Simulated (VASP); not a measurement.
A run of VASP 6.6.1 is set up as follows.

POSCAR

```
Ba
1.0
   -2.4683252820      2.4683252820      2.4683252820
    2.4683252820     -2.4683252820      2.4683252820
    2.4683252820      2.4683252820     -2.4683252820
Ba
1
Direct
    0.0000000000      0.0000000000      0.0000000000
```

INCAR.step1

```
ALGO = Normal
EDIFF = 1E-4
ENCUT = 520
GGA = PE
ISMEAR = -1
LASPH = True
LCHARG = False
LREAL = False
LWAVE = True
NBANDS = 11
NELM = 60
PREC = Accurate
SIGMA = 0.1
```

The input INCAR.step2:

```
ALGO = Normal
EDIFF = 1E-6
ENCUT = 520
ISIF = 2
ISMEAR = -1
ISTART = 1
LASPH = True
LCHARG = False
LMIXTAU = True
LREAL = False
LWAVE = False
METAGGA = R2SCAN
NBANDS = 11
NELM = 60
PREC = Accurate
SIGMA = 0.1
```

The input KPOINTS:

```
k-points
0
Gamma
  10 10 10
```

Potentials or basis: VASP PAW PBE potentials, release 64 (Ba_sv).

Run with:

```sh
$ cat potpaw_PBE.64/Ba_sv/POTCAR > POTCAR
$ cp INCAR.step1 INCAR
$ mpirun -np 1 vasp_std > vasp.out
$ cp INCAR.step2 INCAR
$ mpirun -np 1 vasp_std > vasp.out
```

Q: Estimate the band gap on the k mesh.

A: Zero (band 5 reaches 2.30 eV, above the bottom of band 6 at 1.19 eV).

Q: What does it give for the pressure?

A: 0.8 GPa.

Caveat: the PAW data sets were made with another functional, which shifts forces and pressure a little; spin-orbit coupling is left out, which moves the levels of the heavy elements.
